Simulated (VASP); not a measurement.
Wanted: the native input for a VASP 6.6.1 run.

| Quantity | Value |
| --- | --- |
| Task | single point |
| Functional | PBE |
| Potentials or basis | VASP PAW PBE potentials, release 64 (P) |
| Cutoff | 520 eV |
| k mesh | 13 × 13 × 4 |
| Occupations | fermi-dirac, width 0.1 eV |
| Spin | no spin polarisation |
| Dipole correction | no |
| Further INCAR settings | ALGO = Normal; EDIFF = 1e-06; NBANDS = 18 |

The structure of P lies in POSCAR:

```
P
1.0
    2.6308824984      0.0000000000      0.0000000000
   -1.3154412492      2.2784110780      0.0000000000
    0.0000000000      0.0000000000      9.8232344269
P
4
Direct
    0.0000000000      1.0000000000      0.0000000000
    0.0000000000      1.0000000000      0.5000000000
    0.3333333333      0.6666666667      0.2500000000
    0.6666666667      0.3333333333      0.7500000000
```

The input as run:

INCAR

```
SYSTEM = P
PREC = Accurate
ENCUT = 520
EDIFF = 1E-6
ISMEAR = -1
SIGMA = 0.1
LREAL = .FALSE.
LASPH = .TRUE.
NELM = 80
ALGO = Normal
ISIF = 2
LWAVE = .FALSE.
LCHARG = .FALSE.
GGA = PE
NBANDS = 18
```

KPOINTS

```
regular mesh
0
G
  13 13 4
  0 0 0
```

Potentials or basis: VASP PAW PBE potentials, release 64 (P).

Run with:

```bash
$ cat potpaw_PBE.64/P/POTCAR > POTCAR
$ mpirun -np 1 vasp_std > vasp.out
```

It gave:

| Property | Result |
| --- | --- |
| Pressure | -0.2 GPa |
| Band gap on the k mesh | zero (band 10 reaches 16.30 eV, above the bottom of band 11 at 6.27 eV) |

It took 21 s on 1 thread of Intel(R) Xeon(R) 6975P-C (Granite Rapids), on a shared host, peak memory 0.19 GiB.
